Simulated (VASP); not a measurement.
# Mo (Fm-3m) in VASP: single point with PBEsol

Aim: the single point of Mo with PBEsol.

Program: VASP 6.6.1. These are calculated values, not measurements. Logs are shortened: lines on timing, memory, paths and dates and some standing lists are left out, and cuts for length are marked.

### 1 The cell of the first run

Symmetry: Fm-3m, No. 225, cubic system. Conventional cell: a = 4.135 Å, b = 4.135 Å, c = 4.135 Å, α = 90.00°, β = 90.00°, γ = 90.00°. Within 3.9 Å of Mo (site symmetry m-3m) lie 12 Mo at 2.92 Å.

This isn't the form of Mo at room conditions, which is bcc.

### 2 Single point, PBEsol (17.67 Å³/atom)

File INCAR:

```
SYSTEM = Mo
ALGO = Normal
EDIFF = 1E-6
ENCUT = 500
GGA = PS
GGA_COMPAT = .FALSE.
ISIF = 2
ISMEAR = -1
LASPH = .TRUE.
LCHARG = .TRUE.
LELF = .TRUE.
LREAL = .FALSE.
LVHAR = .TRUE.
LWAVE = .FALSE.
NBANDS = 13
NELM = 120
PREC = Accurate
SIGMA = 0.05
```

File KPOINTS:

```
k-points
0
G
  11 11 11
  0 0 0
```

File POSCAR:

```
Mo
1.0
    0.0000000000      2.0673609200      2.0673609200
    2.0673609200      0.0000000000      2.0673609200
    2.0673609200      2.0673609200      0.0000000000
Mo
1
Direct
    0.0000000000      0.0000000000      0.0000000000
```

Potentials or basis: VASP PAW PBE potentials, release 64 (Mo_sv).

Launch:

```
$ cat potpaw_PBE.64/Mo_sv/POTCAR > POTCAR
$ mpirun -np 1 vasp_std > vasp.out
```

OUTCAR:

```text
SYSTEM = Mo
   EDIFF = 1E-6
   ENCUT = 500
   GGA = PS
   ISIF = 2
   ISMEAR = -1
   LASPH = .TRUE.
   LREAL = .FALSE.
   NELM = 120
   PREC = Accurate

 ion  position               nearest neighbor table
   1  0.000  0.000  0.000-

  LATTYP: Found a face centered cubic cell.
 ALAT       =     4.1347218400

  Lattice vectors:

 A1 = (   0.0000000000,   2.0673609200,   2.0673609200)
 A2 = (   2.0673609200,   0.0000000000,   2.0673609200)
 A3 = (   2.0673609200,   2.0673609200,   0.0000000000)

Analysis of symmetry for initial positions (statically):
=====================================================================
 Subroutine PRICEL returns:
 Original cell was already a primitive cell.

 Routine SETGRP: Setting up the symmetry group for a
 face centered cubic supercell.

 Subroutine GETGRP returns: Found 48 space group operations
 (whereof 48 operations were pure point group operations)
 out of a pool of 48 trial point group operations.

The static configuration has the point symmetry O_h .

Analysis of symmetry for dynamics (positions and initial velocities):
=====================================================================
 Subroutine PRICEL returns:
 Original cell was already a primitive cell.

 Routine SETGRP: Setting up the symmetry group for a
 face centered cubic supercell.

 Subroutine GETGRP returns: Found 48 space group operations
 (whereof 48 operations were pure point group operations)
 out of a pool of 48 trial point group operations.

The dynamic configuration has the point symmetry O_h .

 Subroutine INISYM returns: Found 48 space group operations
 (whereof 48 operations are pure point group operations),
 and found     1 'primitive' translations

----------------------------------------------------------------------------------------

                                     Primitive cell

  volume of cell :      17.6717

  direct lattice vectors                    reciprocal lattice vectors
     0.000000000  2.067360920  2.067360920    -0.241854238  0.241854238  0.241854238
     2.067360920  0.000000000  2.067360920     0.241854238 -0.241854238  0.241854238
     2.067360920  2.067360920  0.000000000     0.241854238  0.241854238 -0.241854238

  length of vectors
     2.923689851  2.923689851  2.923689851     0.418903828  0.418903828  0.418903828

  position of ions in fractional coordinates (direct lattice)
     0.000000000  0.000000000  0.000000000

  ion indices of the primitive-cell ions
   primitive index   ion index
                 1           1

----------------------------------------------------------------------------------------

 KPOINTS: k-points

Automatic generation of k-mesh.
 Grid dimensions read from file:
 generate k-points for:   11   11   11

 Generating k-lattice:

  Cartesian coordinates                     Fractional coordinates (reciprocal lattice)
    -0.021986749  0.021986749  0.021986749     0.090909091  0.000000000  0.000000000
     0.021986749 -0.021986749  0.021986749     0.000000000  0.090909091  0.000000000
     0.021986749  0.021986749 -0.021986749     0.000000000  0.000000000  0.090909091

  Length of vectors
     0.038082166  0.038082166  0.038082166

  Shift w.r.t. Gamma in fractional coordinates (k-lattice)
     0.000000000  0.000000000  0.000000000

 Subroutine IBZKPT returns following result:
 ===========================================

 Found     56 irreducible k-points:

 Following reciprocal coordinates:
            Coordinates               Weight
  0.000000  0.000000  0.000000      1.000000
  0.090909  0.000000  0.000000      8.000000
  0.181818  0.000000  0.000000      8.000000
  0.272727  0.000000  0.000000      8.000000
  0.363636  0.000000  0.000000      8.000000
  0.454545  0.000000  0.000000      8.000000
[... 16 lines left out ...]
 -0.272727  0.181818  0.000000     24.000000
 -0.181818  0.181818  0.000000     12.000000
 [... further k-points ...]
   k-points           NKPTS =     56   k-points in BZ     NKDIM =     56   number of bands    NBANDS=     13
   number of dos      NEDOS =    301   number of ions     NIONS =      1
   total plane-waves  NPLWV =  13824
   dimension x,y,z NGX =    24 NGY =   24 NGZ =   24
   dimension x,y,z NGXF=    48 NGYF=   48 NGZF=   48
   ions per type =               1
   NGX,Y,Z   is equivalent  to a cutoff of  13.65, 13.65, 13.65 a.u.
   NGXF,Y,Z  is equivalent  to a cutoff of  27.29, 27.29, 27.29 a.u.
 SYSTEM =  Mo
   PREC   = accura    normal or accurate (medium, high low for compatibility)
   ISTART =      0    job   : 0-new  1-cont  2-samecut
   ICHARG =      2    charge: 1-file 2-atom 10-const
   ISPIN  =      1    spin polarized calculation?
   LNONCOLLINEAR =      F non collinear calculations
   LSORBIT =      F    spin-orbit coupling
   LASPH  =      T    aspherical Exc in radial PAW
   ENCUT  =  500.0 eV  36.75 Ry    6.06 a.u.   5.33  5.33  5.33*2*pi/ulx,y,z
   NELM   =    120;   NELMIN=  2; NELMDL= -5     # of ELM steps
   EDIFF  = 0.1E-05   stopping-criterion for ELM
   LREAL  =      F    real-space projection
   EDIFFG = 0.1E-04   stopping-criterion for IOM
   NSW    =      0    number of steps for IOM
   IBRION =     -1    ionic relax: 0-MD 1-quasi-New 2-CG
   NFREE  =      0    steps in history (QN), initial steepest desc. (CG)
   ISIF   =      2    stress and relaxation
   ISYM   =      2    0-nonsym 1-usesym 2-fastsym
   POTIM  = 0.5000    time-step for ionic-motion
   TEBEG  =    0.0;   TEEND  =   0.0 temperature during run
   PSTRESS=    0.0 pullay stress
   NELECT =      14.0000    total number of electrons
   NUPDOWN=      -1.0000    fix difference up-down
   EMIN   =  10.00;   EMAX   =-10.00  energy-range for DOS
   EFERMI =   0.00;   METHOD = LEGACY
   ISMEAR =    -1;   SIGMA  =   0.05  broadening in eV -4-tet -1-fermi 0-gaus
   EFERMI_NEDOS =   21; number of points for ismear=-14 and -15
   IALGO  =     38    algorithm
   IMIX   =      4    mixing-type and parameters
     AMIX     =   0.40;   BMIX     =  1.00
     AMIX_MAG =   1.60;   BMIX_MAG =  1.00
  volume/ion in A,a.u.               =      17.67       119.25
  Fermi-wavevector in a.u.,A,eV,Ry     =   1.514809  2.862574 31.220558  2.294646
  Thomas-Fermi vector in A             =   2.624417
   LORBIT       =      0    0 simple, 1 ext, 2 COOP (PROOUT), +10 PAW based schemes
   GGA     = PS    functional components
   LHFCALC =     F    Hartree Fock is set to
   AEXX    =    0.0000 exact exchange contribution
   IVDW    =     0    specifies the selected vdW correction
   LEPSILON=     F    determine dielectric tensor
   LRPA    =     F    only Hartree local field effects (RPA)
 non-spin polarized calculation
  energy-cutoff  :      500.00
  volume of cell :       17.67
 maximum number of plane-waves:       462
 NGX is ok and might be reduce to    24
   NGX = 11   NGY = 11   NGZ = 11

 number of electron      13.9999998 magnetization

 Free energy of the ion-electron system (eV)
  ---------------------------------------------------
  ext. energy  EPLUGINS =         0.00000000
  ---------------------------------------------------
  free energy    TOTEN  =       -11.15802386 eV

  energy without entropy =      -11.14456936  energy(sigma->0) =      -11.15129661

 E-fermi :  10.1807     XC(G=0): -12.8356

 val. band max:       10.1744133790   @ k =  -0.4545   0.1818   0.0909
 cond. band min:      10.2073605329   @ k =  -0.1818   0.0909   0.0000
 fundamental gap:      0.0329471539
 Fermi energy:        10.1807338508

 k-point     1 :       0.0000    0.0000    0.0000
  band No.  band energies     occupation
      1     -50.4941      2.00000
      2     -24.0326      2.00000
      3     -24.0326      2.00000
      4     -24.0326      2.00000
      5       3.7472      2.00000
      6       9.6170      1.99997
      7       9.6170      1.99997
      8       9.6170      1.99997
      9      11.9240      0.00000
     10      11.9240      0.00000
     11      23.2257      0.00000
     12      27.9767      0.00000
     13      27.9767      0.00000

 k-point     2 :       0.0909    0.0000    0.0000
  band No.  band energies     occupation
      1     -50.4823      2.00000
      2     -24.1116      2.00000
      3     -24.0428      2.00000
      4     -24.0428      2.00000
      5       4.0470      2.00000
      6       9.4290      2.00000
      7       9.7457      1.99967
      8       9.7457      1.99967
      9      11.8323      0.00000
     10      11.8323      0.00000
     11      23.7714      0.00000
     12      26.7608      0.00000
     13      28.5005      0.00000

 k-point     3 :       0.1818    0.0000    0.0000
  band No.  band energies     occupation
      1     -50.4506      2.00000
      2     -24.3204      2.00000
      3     -24.0700      2.00000
      4     -24.0700      2.00000
      5       4.8404      2.00000
      6       9.0732      2.00000
      7       9.9725      1.96942
      8       9.9725      1.96942
      9      11.7739      0.00000
     10      11.7739      0.00000
     11      24.5736      0.00000
     12      25.3094      0.00000
     13      29.9533      0.00000

 k-point     4 :       0.2727    0.0000    0.0000
  band No.  band energies     occupation
      1     -50.4088      2.00000
      2     -24.5870      2.00000
      3     -24.1054      2.00000
      4     -24.1054      2.00000
      5       5.7091      2.00000
      6       9.1056      2.00000
      7       9.9202      1.98915
      8       9.9202      1.98915
      9      12.2069      0.00000
     10      12.2069      0.00000
     11      23.0062      0.00000
     12      25.6057      0.00000
     13      31.9018      0.00000

 k-point     5 :       0.3636    0.0000    0.0000
  band No.  band energies     occupation
      1     -50.3701      2.00000
      2     -24.8256      2.00000
      3     -24.1377      2.00000
      4     -24.1377      2.00000
      5       6.0550      2.00000
      6       9.6646      1.99993
      7       9.6646      1.99993
      8      10.0581      1.84162
      9      13.0051      0.00000
     10      13.0051      0.00000
     11      21.4771      0.00000
     12      24.1332      0.00000
     13      30.0167      0.00000

 k-point     6 :       0.4545    0.0000    0.0000
  band No.  band energies     occupation
      1     -50.3470      2.00000
      2     -24.9648      2.00000
      3     -24.1567      2.00000
      4     -24.1567      2.00000
      5       6.0495      2.00000
      6       9.4824      2.00000
      7       9.4824      2.00000
      8      11.2457      0.00000
      9      13.6275      0.00000
     10      13.6275      0.00000
     11      20.1520      0.00000
     12      23.0006      0.00000
     13      28.5147      0.00000

 k-point     7 :       0.0909    0.0909    0.0000
  band No.  band energies     occupation
      1     -50.4784      2.00000
      2     -24.1095      2.00000
      3     -24.0603      2.00000
      4     -24.0603      2.00000
      5       4.1470      2.00000
      6       9.2726      2.00000
      7       9.8493      1.99736
      8       9.8493      1.99736
      9      11.5351      0.00000
     10      12.0439      0.00000
     11      23.9676      0.00000
     12      27.1727      0.00000
     13      28.1934      0.00000
[... 193 lines left out ...]
 k-point    20 :       0.4545    0.1818    0.0000
  band No.  band energies     occupation
      1     -50.3386      2.00000
      2     -24.8298      2.00000
      3     -24.2949      2.00000
      4     -24.2259      2.00000
      5       6.7775      2.00000
      6       8.4436      2.00000
      7       9.4645      2.00000
      8      10.5223      0.00216
      9      13.7967      0.00000
     10      14.6264      0.00000
     11      20.9008      0.00000
     12      24.9161      0.00000
     13      26.9758      0.00000

 k-point    21 :      -0.4545    0.1818    0.0000
  band No.  band energies     occupation
      1     -50.3256      2.00000
      2     -24.8896      2.00000
      3     -24.3480      2.00000
      4     -24.2143      2.00000
      5       6.8623      2.00000
      6       8.4689      2.00000
      7       9.9192      1.98936
      8      10.3207      0.11465
      9      13.6153      0.00000
     10      16.0538      0.00000
     11      19.4301      0.00000
     12      24.4577      0.00000
     13      27.1187      0.00000

 k-point    22 :      -0.3636    0.1818    0.0000
  band No.  band energies     occupation
      1     -50.3333      2.00000
      2     -24.8447      2.00000
      3     -24.3679      2.00000
      4     -24.1815      2.00000
      5       6.9952      2.00000
      6       8.6514      2.00000
      7       9.6270      1.99997
      8      10.2853      0.21991
      9      12.8046      0.00000
     10      15.7648      0.00000
     11      20.5741      0.00000
     12      24.5854      0.00000
     13      26.3010      0.00000

 k-point    23 :      -0.2727    0.1818    0.0000
  band No.  band energies     occupation
      1     -50.3591      2.00000
      2     -24.7179      2.00000
      3     -24.3387      2.00000
      4     -24.1375      2.00000
      5       6.9969      2.00000
      6       8.7399      2.00000
      7       9.0866      2.00000
      8      10.4523      0.00871
      9      11.7612      0.00000
     10      14.7449      0.00000
     11      22.6696      0.00000
     12      25.3255      0.00000
     13      26.7033      0.00000

 k-point    24 :      -0.1818    0.1818    0.0000
  band No.  band energies     occupation
      1     -50.3948      2.00000
      2     -24.5615      2.00000
      3     -24.2549      2.00000
      4     -24.0962      2.00000
      5       6.3172      2.00000
      6       8.4857      2.00000
      7       9.6236      1.99997
      8      10.7993      0.00001
      9      10.8385      0.00000
     10      13.5242      0.00000
     11      24.0355      0.00000
     12      26.3643      0.00000
     13      28.3679      0.00000

 [... further k-points ...]
[... 5 lines left out ...]
  --------------------------------------------------------------------------------------
  -------------------------------------------------------------------------------------
  Total       -2.7383711     -2.7383711     -2.7383711      0.0000000      0.0000000     -0.0000000
  in kB     -248.2698526   -248.2698526   -248.2698526      0.0000000      0.0000000     -0.0000000
  external PRESSURE =    -248.2698526 kB  Pullay stress =       0.0000000 kB

 VOLUME and BASIS-vectors are now :
 -----------------------------------------------------------------------------
  energy-cutoff  :      500.00
  volume of cell :       17.67
      direct lattice vectors                 reciprocal lattice vectors
     0.000000000  2.067360920  2.067360920    -0.241854238  0.241854238  0.241854238
     2.067360920  0.000000000  2.067360920     0.241854238 -0.241854238  0.241854238
     2.067360920  2.067360920  0.000000000     0.241854238  0.241854238 -0.241854238

 POSITION                                       TOTAL-FORCE (eV/Angst)
 -----------------------------------------------------------------------------------
      0.00000      0.00000      0.00000         0.000000      0.000000      0.000000
 -----------------------------------------------------------------------------------
    total drift:                               -0.000000      0.000000     -0.000000

  FREE ENERGIE OF THE ION-ELECTRON SYSTEM (eV)
  ---------------------------------------------------
  free  energy   TOTEN  =       -11.1580238583 eV

  energy  without entropy=      -11.1445693638  energy(sigma->0) =      -11.15129661
```

Wall time 9.5 s (1 thread of AMD EPYC 7R13 (Zen 3), shared host); peak memory 0.11 GiB.

Results:

* Free energy: -11.1580 eV
* Pressure: -24.8 GPa
* Band gap on the k mesh: zero (bands 7 and 8 overlap by 3.75 eV)

Caveat: the cell stands under tension; the PAW data sets were made with another functional, which shifts forces and pressure a little.
